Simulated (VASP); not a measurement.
A run of VASP 6.6.1 is set up as follows.

POSCAR

```
ZrS
1.0
    0.0000000000      2.3387268659      3.3069597883
    2.3387268659      0.0000000000      3.3069597883
    2.3387268659      2.3387268659      0.0000000000
Zr S
1 1
Direct
    0.0000000000      0.0000000000      0.0000000000
    0.5000000000      0.5000000000      0.5000000000
```

INCAR.step1

```
SYSTEM = ZrS
ALGO = Normal ; EDIFF = 1E-4
ENCUT = 520 ; GGA = PE
ISMEAR = 0 ; LASPH = .True.
LCHARG = .False. ; LREAL = .False.
LWAVE = .True. ; NBANDS = 16
NELM = 80 ; PREC = Accurate
SIGMA = 0.15
```

Contents of INCAR.step2:

```
SYSTEM = ZrS
ALGO = Normal ; EDIFF = 1E-7
ENCUT = 520 ; ISIF = 2
ISMEAR = 0 ; ISTART = 1
LASPH = .True. ; LCHARG = .True.
LELF = .True. ; LMIXTAU = .True.
LREAL = .False. ; LVHAR = .True.
LWAVE = .False. ; METAGGA = R2SCAN
NBANDS = 16 ; NELM = 80
PREC = Accurate ; SIGMA = 0.15
```

File KPOINTS:

```
k-points
0
Gamma
  18 18 18
  0 0 0
```

Potentials or basis: VASP PAW PBE potentials, release 64 (Zr_sv, S).

Run with:

```console
$ cat potpaw_PBE.64/Zr_sv/POTCAR potpaw_PBE.64/S/POTCAR > POTCAR
$ cp INCAR.step1 INCAR
$ mpirun -np 1 vasp_std > vasp.out
$ cp INCAR.step2 INCAR
$ mpirun -np 1 vasp_std > vasp.out
```

**Question.** Predict the band gap on the k mesh.

**Answer.** Zero (bands 9 and 10 overlap by 4.29 eV).

**Question.** What does it give for the pressure?

**Answer.** 31.7 GPa.

Stress tensor (GPa, compression positive):
```
 53.06   0.00   0.00
  0.00  53.06   0.00
  0.00   0.00 -11.07
```

Caveat: the cell stands under pressure; the PAW data sets were made with another functional, which shifts forces and pressure a little.
